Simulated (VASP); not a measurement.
Wanted: the native input for a VASP 6.6.1 run.

| Item | Value |
| --- | --- |
| Task | single point |
| Functional | PBEsol |
| Potentials or basis | VASP PAW PBE potentials, release 64 (As, In_d) |
| Cutoff | 520 eV |
| k mesh | 4 × 8 × 1 |
| Occupations | gaussian, width 0.1 eV |
| Spin | no spin polarisation |
| Dipole correction | yes |
| Further INCAR settings | ALGO = Fast; EDIFF = 1e-06; NBANDS = 66 |

The structure of InAs lies in POSCAR:

```
InAs
1.0
    8.6089768689      0.0000000000      0.0000000000
    0.0000000000      4.3044884345      0.0000000000
    0.0000000000      0.0000000000     22.6093324039
As In
6 6
Direct
    0.5000000000      0.5000000000      0.3317214266
    0.0000000000      0.5000000000      0.3317214266
    0.7500111107     -0.0000420283      0.4865441748
    0.2499942676     -0.0000278669      0.4643530426
    0.0366010652      0.4997064659      0.6172181712
    0.4633990847      0.4997093698      0.6172104995
    0.2500000000      0.5000000000      0.3990328560
    0.7500000000      0.5000000000      0.3990328560
    0.4677539149     -0.0002990310      0.5423057086
    0.0322585882     -0.0003021772      0.5423166482
    0.7500076866      0.4997433052      0.5779056049
    0.2500159119      0.9994832881      0.6735621839
```

One way to write it, as run:

INCAR

```
  ALGO = Fast
  DIPOL = 0.5 0.5 0.499
  EDIFF = 1E-6
  ENCUT = 520
  GGA = PS
  IDIPOL = 3
  ISIF = 2
  ISMEAR = 0
  LASPH = True
  LCHARG = False
  LDIPOL = True
  LREAL = False
  LWAVE = False
  NBANDS = 66
  NELM = 80
  PREC = Accurate
  SIGMA = 0.1
```

KPOINTS

```
k-points
0
Gamma
  4 8 1
```

Potentials or basis: VASP PAW PBE potentials, release 64 (As, In_d).

Run with:

```console
$ cat potpaw_PBE.64/As/POTCAR potpaw_PBE.64/In_d/POTCAR > POTCAR
$ mpirun -np 1 vasp_std > vasp.out
```

Results of the run:

```json
{"Largest force": "0.496 eV/Å", "Band gap on the k mesh": "zero (bands 54 and 55 overlap by 1.16 eV)"}
```

Caveat: the PAW data sets were made with another functional, which shifts forces and pressure a little; spin-orbit coupling is left out, which moves the levels of the heavy elements.

It took 50 min on 1 thread of Oxide Virtual Turin-like Processor, on a shared host, peak memory 1.1 GiB.
